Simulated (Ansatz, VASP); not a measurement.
**AlN in VASP and in Ansatz**

```
Al N
1.0
     3.24867    0.00000    0.00000
    -1.62433    2.81343    0.00000
     0.00000    0.00000    4.06665
Al N
2 2
Direct
  0.33333 0.66667 0.77188
  0.66667 0.33333 0.27188
  0.33333 0.66667 0.20786
  0.66667 0.33333 0.70786
```

Change from the starting cell: mode 4 frozen in at -0.173 Å, equal normal strain along x, y and z -0.0083.

Alike in both runs: task single point; functional LDA; k mesh 9 × 9 × 6; occupations gaussian, width 0.05 eV; no spin polarisation.

```csv
,VASP,Ansatz
version,VASP 6.6.1,Ansatz 0.2.0
potentials or method,"VASP PAW LDA potentials, release 64 (Al, N), cutoff 520 eV","scalar-relativistic, plane waves, PAW"
valence electrons in the cell,16,16
```

|  | VASP | Ansatz | Ansatz less VASP |
| --- | --- | --- | --- |
| gap on the k mesh at the Fermi level (eV) | 4.09 | 4.08 | -0.005 |
| least direct gap on the mesh (eV) | 4.09 | 4.08 | -0.005 |
| pressure (GPa) | 15.3 | 14.4 | -0.88 |
| traceless stress, the component that is largest in VASP (GPa) | 26.77 | 26.38 | -0.395 |
| rms of the force components (eV/Å) | 1.211 | 1.175 | -0.0355 |

Ansatz warns that its potentials were made for another functional, while VASP's fit it. LDA's correlation is that of Perdew and Zunger in VASP and of Perdew and Wang (1992) in Ansatz. Atom by atom the forces differ by 0.035 eV/Å (rms over components).
